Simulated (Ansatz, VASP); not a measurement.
## LaNbF2: VASP beside Ansatz

```xyz
8
Lattice="3.6898 0.0000 0.0000 0.0000 3.6898 0.0000 0.0000 0.0000 10.3872" Properties=species:S:1:pos:R:3 pbc="T T T"
La    1.8449    0.0000    8.6271
La    0.0000    1.8449    1.7601
Nb    1.8449    1.8449    5.1936
Nb    0.0000    0.0000    5.1936
F     1.8449    1.8449    0.0000
F     0.0000    0.0000    0.0000
F     1.8449    0.0000    1.9012
F     0.0000    1.8449    8.4860
```

Alike in both runs: task single point; functional PBE; k mesh 6 × 6 × 2; occupations gaussian, width 0.2 eV; no spin polarisation.

```csv
,VASP,Ansatz
version,VASP 6.6.1,Ansatz 0.2.0
potentials or method,"VASP PAW PBE potentials, release 64 (La, Nb_sv, F), cutoff 520 eV","scalar-relativistic, plane waves, PAW"
valence electrons in the cell,76,76
```

```csv
,VASP,Ansatz,Ansatz less VASP
gap on the k mesh at the Fermi level (eV),none,none,-
pressure (GPa),0.1,0.4,+0.28
"traceless stress, the component that is largest in VASP (GPa)",-0.39,-0.37,+0.014
rms of the force components (eV/Å),0.000,0.005,+0.0048
```

Atom by atom the forces differ by 0.005 eV/Å (rms over components). A gap of «none» marks a metal or a gap that the smearing closes. With one functional, cell and mesh, what is left measures potentials, basis and numerics.

Neither program's run includes spin-orbit coupling.
